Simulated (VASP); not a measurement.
# MnHg (P4/mmm) in VASP: single point with PBE

Aim: the single point of MnHg with PBE.

All numbers are computed with VASP 6.6.1; they aren't measurements. Logs are shortened: lines on timing, memory, paths and dates and some standing lists are left out, and cuts for length are marked.

## (1) The cell of the first run

It takes space group P4/mmm (No. 123, tetragonal). The conventional cell has a = 3.288 Å, b = 3.288 Å, c = 3.313 Å, α = 90.00°, β = 90.00°, γ = 90.00°. Mn (site symmetry 4/mmm) has 8 Hg at 2.85 Å and 6 Mn at 3.29 to 3.31 Å within 3.8 Å. Within 3.8 Å of Hg (site symmetry 4/mmm) lie 8 Mn at 2.85 Å and 6 Hg at 3.29 to 3.31 Å.

## (2) Single point, PBE, collinear spin, ferromagnetic start

Input file INCAR:

```
PREC = Accurate
ENCUT = 520
EDIFF = 1E-6
ISMEAR = -1
SIGMA = 0.05
LREAL = False
LASPH = True
NELM = 150
ALGO = Normal
ISIF = 2
LWAVE = False
LCHARG = False
ISPIN = 2
MAGMOM = 3.9 0
LORBIT = 11
LMAXMIX = 4
GGA = PE
NBANDS = 24
```

Input file KPOINTS:

```
Automatic mesh
0
Gamma
  11 11 11
```

Input file POSCAR:

```
MnHg
1.0
    3.2880000000      0.0000000000      0.0000000000
    0.0000000000      3.2880000000      0.0000000000
    0.0000000000      0.0000000000      3.3130000000
Mn Hg
1 1
Direct
    0.5000000000      0.5000000000      0.5000000000
    0.0000000000      0.0000000000      0.0000000000
```

Potentials or basis: VASP PAW PBE potentials, release 64 (Mn_pv, Hg).

Command:

```console
cat potpaw_PBE.64/Mn_pv/POTCAR potpaw_PBE.64/Hg/POTCAR > POTCAR
mpirun -np 1 vasp_std > vasp.out
```

OUTCAR:

```text
PREC = Accurate
   ENCUT = 520
   EDIFF = 1E-6
   ISMEAR = -1
   LREAL = False
   LASPH = True
   NELM = 150
   ISIF = 2
   ISPIN = 2
   LORBIT = 11
   GGA = PE

 ion  position               nearest neighbor table
   1  0.500  0.500  0.500-   2 2.85   2 2.85   2 2.85   2 2.85   2 2.85   2 2.85   2 2.85   2 2.85

   2  0.000  0.000  0.000-   1 2.85   1 2.85   1 2.85   1 2.85   1 2.85   1 2.85   1 2.85   1 2.85

  LATTYP: Found a simple tetragonal cell.
 ALAT       =     3.2880000000
 C/A-ratio  =     1.0076034063

  Lattice vectors:

 A1 = (   3.2880000000,   0.0000000000,   0.0000000000)
 A2 = (   0.0000000000,   3.2880000000,   0.0000000000)
 A3 = (   0.0000000000,   0.0000000000,   3.3130000000)

Analysis of symmetry for initial positions (statically):
=====================================================================
 Subroutine PRICEL returns:
 Original cell was already a primitive cell.

 Routine SETGRP: Setting up the symmetry group for a
 simple tetragonal supercell.

 Subroutine GETGRP returns: Found 16 space group operations
 (whereof 16 operations were pure point group operations)
 out of a pool of 16 trial point group operations.

The static configuration has the point symmetry D_4h.

Analysis of symmetry for dynamics (positions and initial velocities):
=====================================================================
 Subroutine PRICEL returns:
 Original cell was already a primitive cell.

 Routine SETGRP: Setting up the symmetry group for a
 simple tetragonal supercell.

 Subroutine GETGRP returns: Found 16 space group operations
 (whereof 16 operations were pure point group operations)
 out of a pool of 16 trial point group operations.

The dynamic configuration has the point symmetry D_4h.

Analysis of structural, dynamic, and magnetic symmetry:
=====================================================================
 Subroutine PRICEL returns:
 Original cell was already a primitive cell.

 Routine SETGRP: Setting up the symmetry group for a
 simple tetragonal supercell.

 Subroutine GETGRP returns: Found 16 space group operations
 (whereof 16 operations were pure point group operations)
 out of a pool of 16 trial point group operations.

The overall configuration has the point symmetry D_4h.

 Subroutine INISYM returns: Found 16 space group operations
 (whereof 16 operations are pure point group operations),
 and found     1 'primitive' translations

----------------------------------------------------------------------------------------

                                     Primitive cell

  volume of cell :      35.8167

  direct lattice vectors                    reciprocal lattice vectors
     3.288000000  0.000000000  0.000000000     0.304136253  0.000000000  0.000000000
     0.000000000  3.288000000  0.000000000     0.000000000  0.304136253  0.000000000
     0.000000000  0.000000000  3.313000000     0.000000000  0.000000000  0.301841232

  length of vectors
     3.288000000  3.288000000  3.313000000     0.304136253  0.304136253  0.301841232

  position of ions in fractional coordinates (direct lattice)
     0.500000000  0.500000000  0.500000000
     0.000000000  0.000000000  0.000000000

  ion indices of the primitive-cell ions
   primitive index   ion index
                 1           1
                 2           2

----------------------------------------------------------------------------------------

 KPOINTS: Automatic mesh

Automatic generation of k-mesh.
 Grid dimensions read from file:
 generate k-points for:   11   11   11

 Generating k-lattice:

  Cartesian coordinates                     Fractional coordinates (reciprocal lattice)
     0.027648750  0.000000000  0.000000000     0.090909091  0.000000000  0.000000000
     0.000000000  0.027648750  0.000000000     0.000000000  0.090909091  0.000000000
     0.000000000  0.000000000  0.027440112     0.000000000  0.000000000  0.090909091

  Length of vectors
     0.027648750  0.027648750  0.027440112

  Shift w.r.t. Gamma in fractional coordinates (k-lattice)
     0.000000000  0.000000000  0.000000000

 Subroutine IBZKPT returns following result:
 ===========================================

 Found    126 irreducible k-points:

 Following reciprocal coordinates:
            Coordinates               Weight
  0.000000  0.000000  0.000000      1.000000
  0.090909  0.000000  0.000000      4.000000
  0.181818  0.000000  0.000000      4.000000
  0.272727  0.000000  0.000000      4.000000
  0.363636  0.000000  0.000000      4.000000
  0.454545  0.000000  0.000000      4.000000
[... 16 lines left out ...]
  0.090909  0.000000  0.090909      8.000000
  0.181818  0.000000  0.090909      8.000000
 [... further k-points ...]
   k-points           NKPTS =    126   k-points in BZ     NKDIM =    126   number of bands    NBANDS=     24
   number of dos      NEDOS =    301   number of ions     NIONS =      2
   total plane-waves  NPLWV =  16128
   dimension x,y,z NGX =    24 NGY =   24 NGZ =   28
   dimension x,y,z NGXF=    48 NGYF=   48 NGZF=   56
   ions per type =               1   1
   NGX,Y,Z   is equivalent  to a cutoff of  12.13, 12.13, 14.05 a.u.
   NGXF,Y,Z  is equivalent  to a cutoff of  24.27, 24.27, 28.10 a.u.
 SYSTEM =  unknown system
   PREC   = accura    normal or accurate (medium, high low for compatibility)
   ISTART =      0    job   : 0-new  1-cont  2-samecut
   ICHARG =      2    charge: 1-file 2-atom 10-const
   ISPIN  =      2    spin polarized calculation?
   LNONCOLLINEAR =      F non collinear calculations
   LSORBIT =      F    spin-orbit coupling
   LASPH  =      T    aspherical Exc in radial PAW
   ENCUT  =  520.0 eV  38.22 Ry    6.18 a.u.   6.11  6.11  6.16*2*pi/ulx,y,z
   NELM   =    150;   NELMIN=  2; NELMDL= -5     # of ELM steps
   EDIFF  = 0.1E-05   stopping-criterion for ELM
   LREAL  =      F    real-space projection
   EDIFFG = 0.1E-04   stopping-criterion for IOM
   NSW    =      0    number of steps for IOM
   IBRION =     -1    ionic relax: 0-MD 1-quasi-New 2-CG
   NFREE  =      0    steps in history (QN), initial steepest desc. (CG)
   ISIF   =      2    stress and relaxation
   ISYM   =      2    0-nonsym 1-usesym 2-fastsym
   POTIM  = 0.5000    time-step for ionic-motion
   TEBEG  =    0.0;   TEEND  =   0.0 temperature during run
   PSTRESS=    0.0 pullay stress
   NELECT =      25.0000    total number of electrons
   NUPDOWN=      -1.0000    fix difference up-down
   EMIN   =  10.00;   EMAX   =-10.00  energy-range for DOS
   EFERMI =   0.00;   METHOD = LEGACY
   ISMEAR =    -1;   SIGMA  =   0.05  broadening in eV -4-tet -1-fermi 0-gaus
   EFERMI_NEDOS =   21; number of points for ismear=-14 and -15
   IALGO  =     38    algorithm
   IMIX   =      4    mixing-type and parameters
     AMIX     =   0.40;   BMIX     =  1.00
     AMIX_MAG =   1.60;   BMIX_MAG =  1.00
  volume/ion in A,a.u.               =      17.91       120.85
  Fermi-wavevector in a.u.,A,eV,Ry     =   1.452200  2.744260 28.693127  2.108885
  Thomas-Fermi vector in A             =   2.569610
   LORBIT       =     11    0 simple, 1 ext, 2 COOP (PROOUT), +10 PAW based schemes
   GGA     = PE    functional components
   LHFCALC =     F    Hartree Fock is set to
   AEXX    =    0.0000 exact exchange contribution
   IVDW    =     0    specifies the selected vdW correction
   LEPSILON=     F    determine dielectric tensor
   LRPA    =     F    only Hartree local field effects (RPA)
 spin polarized calculation
  energy-cutoff  :      520.00
  volume of cell :       35.82
 maximum number of plane-waves:       979
   NGX = 13   NGY = 13   NGZ = 13

 number of electron      25.0000000 magnetization       3.8967295

 Free energy of the ion-electron system (eV)
  ---------------------------------------------------
  ext. energy  EPLUGINS =         0.00000000
  ---------------------------------------------------
  free energy    TOTEN  =        -8.48926904 eV

  energy without entropy =       -8.47300589  energy(sigma->0) =       -8.48113746

 E-fermi :   5.6979     XC(G=0): -11.7752

 val. band max:        5.6922543060   @ k =   0.0909   0.0000   0.4545
 cond. band min:       5.6995579335   @ k =   0.0000   0.0000   0.1818
 fundamental gap:      0.0073036275
 Fermi energy:         5.6978574145

 spin component 1

 k-point     1 :       0.0000    0.0000    0.0000
  band No.  band energies     occupation
      1     -44.4652      1.00000
      2     -44.4600      1.00000
      3     -44.4600      1.00000
      4      -4.0844      1.00000
      5      -2.6635      1.00000
      6      -2.6522      1.00000
[... 16 lines left out ...]
     23      22.8629      0.00000
     24      26.6922      0.00000

 k-point     2 :       0.0909    0.0000    0.0000
  band No.  band energies     occupation
      1     -44.4651      1.00000
      2     -44.4615      1.00000
      3     -44.4600      1.00000
      4      -3.9525      1.00000
      5      -2.6327      1.00000
      6      -2.5968      1.00000
[... 586 lines left out ...]
 k-point    24 :       0.1818    0.0000    0.0909
  band No.  band energies     occupation
      1     -44.4662      1.00000
      2     -44.4653      1.00000
      3     -44.4596      1.00000
      4      -3.4645      1.00000
      5      -2.5228      1.00000
      6      -2.3680      1.00000
[... 16 lines left out ...]
     23      22.5676      0.00000
     24      24.2691      0.00000

 [... further k-points ...]

 spin component 2

 k-point     1 :       0.0000    0.0000    0.0000
  band No.  band energies     occupation
      1     -40.4379      1.00000
      2     -40.4353      1.00000
      3     -40.4353      1.00000
      4      -3.8635      1.00000
      5      -2.6433      1.00000
      6      -2.6289      1.00000
[... 16 lines left out ...]
     23      22.8962      0.00000
     24      27.6548      0.00000

 k-point     2 :       0.0909    0.0000    0.0000
  band No.  band energies     occupation
      1     -40.4379      1.00000
      2     -40.4372      1.00000
      3     -40.4352      1.00000
      4      -3.7334      1.00000
      5      -2.6157      1.00000
      6      -2.5753      1.00000
[... 586 lines left out ...]
 k-point    24 :       0.1818    0.0000    0.0909
  band No.  band energies     occupation
      1     -40.4419      1.00000
      2     -40.4391      1.00000
      3     -40.4348      1.00000
      4      -3.2619      1.00000
      5      -2.5181      1.00000
      6      -2.3390      1.00000
[... 16 lines left out ...]
     23      22.8966      0.00000
     24      24.7075      0.00000

 [... further k-points ...]
[... 5 lines left out ...]
  --------------------------------------------------------------------------------------
  -------------------------------------------------------------------------------------
  Total        0.5499213      0.5499213      0.5392802      0.0000000     -0.0000000      0.0000000
  in kB       24.5994861     24.5994861     24.1234805      0.0000000     -0.0000000      0.0000000
  external PRESSURE =      24.4408175 kB  Pullay stress =       0.0000000 kB

 VOLUME and BASIS-vectors are now :
 -----------------------------------------------------------------------------
  energy-cutoff  :      520.00
  volume of cell :       35.82
      direct lattice vectors                 reciprocal lattice vectors
     3.288000000  0.000000000  0.000000000     0.304136253  0.000000000  0.000000000
     0.000000000  3.288000000  0.000000000     0.000000000  0.304136253  0.000000000
     0.000000000  0.000000000  3.313000000     0.000000000  0.000000000  0.301841232

 POSITION                                       TOTAL-FORCE (eV/Angst)
 -----------------------------------------------------------------------------------
      1.64400      1.64400      1.65650         0.000000      0.000000      0.000000
      0.00000      0.00000      0.00000         0.000000      0.000000      0.000000
 -----------------------------------------------------------------------------------
    total drift:                                0.000000      0.000000     -0.000000

  FREE ENERGIE OF THE ION-ELECTRON SYSTEM (eV)
  ---------------------------------------------------
  free  energy   TOTEN  =        -8.4892690410 eV

  energy  without entropy=       -8.4730058855  energy(sigma->0) =       -8.48113746

 total charge

# of ion       s       p       d       tot
------------------------------------------
    1        0.254   6.179   4.984  11.417
    2        0.816   0.532   9.256  10.605
--------------------------------------------------
tot          1.070   6.712  14.240  22.022

 magnetization (x)

# of ion       s       p       d       tot
------------------------------------------
    1        0.028   0.017   3.762   3.807
    2       -0.044  -0.059   0.050  -0.053
--------------------------------------------------
tot         -0.016  -0.043   3.812   3.753
```

Run time: 1.7 min. Hardware: 1 thread of Intel Xeon Platinum 8259CL at 2.50GHz (Skylake/Cascade Lake), shared host; peak memory 0.28 GiB.

What came out:

```yaml
Free_energy: -8.4893 eV
Pressure: 2.4 GPa
Net_moment: 3.90 μB per cell
Site_moments: Mn +3.81; Hg -0.05 μB
Valence_electrons_inside_the_program's_atomic_spheres: Mn 11.42; Hg 10.61
```

Levels at points of the mesh, in eV from the Fermi level:
Spin up:
```
           k point  band 10  band 11  band 12  band 13  band 14  band 15  band 16  band 17  band 18  band 19
(0.00, 0.00, 0.00)    -2.96    -2.94    -2.05    -2.05    -2.05     4.78     5.00     5.00     8.79    11.22
```
Spin down:
| k point | band 8 | band 9 | band 10 | band 11 | band 12 | band 13 | band 14 | band 15 |
| --- | --- | --- | --- | --- | --- | --- | --- | --- |
| (0.00, 0.00, 0.00) | -7.12 | -7.10 | 0.30 | 0.32 | 1.47 | 1.47 | 1.48 | 5.15 |

Caveat: spin-orbit coupling is left out, which moves the levels of the heavy elements.
